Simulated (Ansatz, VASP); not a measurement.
**BN: VASP beside Ansatz**

File POSCAR:

```
BN
1.0
    2.5821260212      0.0000000000      0.0000000000
   -1.2910630106      2.2361867302      0.0000000000
    0.0000000000      0.0000000000      4.1446287606
B N
2 2
Direct
    0.6666666667      0.3333333333      0.9997995909
    0.3333333333      0.6666666667      0.4997995909
    0.6666666667      0.3333333333      0.6252004091
    0.3333333333      0.6666666667      0.1252004091
```

The input INCAR.step1:

```
PREC     = Accurate       # precision mode
ENCUT    = 520            # plane-wave cutoff, eV
ISMEAR   = 0              # smearing method
SIGMA    = 0.05           # smearing width, eV
LREAL    = False          # projectors in reciprocal space
LASPH    = True           # aspherical terms in the spheres
NELM     = 60             # most SCF steps
NBANDS   = 16             # bands
GGA      = PE             # functional
ALGO     = Normal         # electronic algorithm
EDIFF    = 1E-4           # SCF threshold, eV
LWAVE    = True           # write WAVECAR
LCHARG   = False          # write CHGCAR
```

File INCAR.step2:

```
PREC     = Accurate       # precision mode
ENCUT    = 520            # plane-wave cutoff, eV
EDIFF    = 1E-6           # SCF threshold, eV
ISMEAR   = 0              # smearing method
SIGMA    = 0.05           # smearing width, eV
LREAL    = False          # projectors in reciprocal space
LASPH    = True           # aspherical terms in the spheres
NELM     = 60             # most SCF steps
ALGO     = Normal         # electronic algorithm
ISIF     = 2              # what is computed and relaxed
LWAVE    = False          # write WAVECAR
LCHARG   = False          # write CHGCAR
METAGGA  = R2SCAN         # meta-GGA
LMIXTAU  = True         
NBANDS   = 16             # bands
ISTART   = 1
```

KPOINTS

```
Automatic mesh
0
Gamma
  12 12 6
```

Input for Ansatz:

```yaml
crystal:
  lattice:
    - [2.5821260212, 0.0, 0.0]
    - [-1.2910630106, 2.2361867302, 0.0]
    - [0.0, 0.0, 4.1446287606]
  atoms:
    - { symbol: B, position: [0.6666666667, 0.3333333333, 0.9997995909] }
    - { symbol: B, position: [0.3333333333, 0.6666666667, 0.4997995909] }
    - { symbol: "N", position: [0.6666666667, 0.3333333333, 0.6252004091] }
    - { symbol: "N", position: [0.3333333333, 0.6666666667, 0.1252004091] }
basis:
  ecutwfc: 500
kpoints:
  mp_grid: { grid: [12, 12, 6] }
hamiltonian:
  xc: r2scan
scf:
  occupations: { method: gaussian, width: 0.05 }
output:
  forces: true
  stress: true
  eigenvalues: true
```

Change from the starting cell: strain +0.015 along x and y, -0.015 along z, atoms carried along.

Alike in both runs: task single point; functional r2SCAN; k mesh 12 × 12 × 6; occupations gaussian, width 0.05 eV; no spin polarisation.

```csv
,VASP,Ansatz
version,VASP 6.6.1,Ansatz 0.2.0
potentials or method,"VASP PAW PBE potentials, release 64 (B, N), cutoff 520 eV","scalar-relativistic, plane waves, PAW"
valence electrons in the cell,16,16
```

|  | VASP | Ansatz | Ansatz less VASP |
| --- | --- | --- | --- |
| gap on the k mesh at the Fermi level (eV) | 5.84 | 5.88 | +0.033 |
| least direct gap on the mesh (eV) | 8.66 | 8.69 | +0.021 |
| pressure (GPa) | -4.0 | -5.0 | -1.06 |
| traceless stress, the component that is largest in VASP (GPa) | 19.69 | 19.58 | -0.117 |
| rms of the force components (eV/Å) | 0.017 | 0.014 | -0.0028 |

VASP's potentials were made for PBE, not for r2SCAN. Atom by atom the forces differ by 0.003 eV/Å (rms over components). The functional is the same, so the differences come from potentials, cutoffs and numerics.
